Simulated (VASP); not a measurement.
A run of VASP 6.6.1 is set up as follows.

File INCAR:

```
ALGO = Normal
EDIFF = 1E-7
ENCUT = 520
GGA = PE
ISIF = 2
ISMEAR = 0
LASPH = T
LCHARG = F
LREAL = F
LWAVE = F
NBANDS = 16
NELM = 60
PREC = Accurate
SIGMA = 0.15
```

File KPOINTS:

```
k-points
0
Gamma
  18 18 18
```

The input POSCAR:

```
InP
1.0
    0.0000000000      2.7701604146      2.7701604146
    2.7701604146      0.0000000000      2.7701604146
    2.7701604146      2.7701604146      0.0000000000
In P
1 1
Direct
    0.0000000000      0.0000000000      0.0000000000
    0.5000000000      0.5000000000      0.5000000000
```

Potentials or basis: VASP PAW PBE potentials, release 64 (In_d, P).

Command:

```sh
$ cat potpaw_PBE.64/In_d/POTCAR potpaw_PBE.64/P/POTCAR > POTCAR
$ mpirun -np 1 vasp_std > vasp.out
```

Task: Predict the band gap on the k mesh.

Result: Zero (band 9 reaches 7.32 eV, above the bottom of band 10 at 4.69 eV).

Task: What does it give for the pressure?

Result: 0.0 GPa.

Caveat: spin-orbit coupling is left out, which moves the levels of the heavy elements.
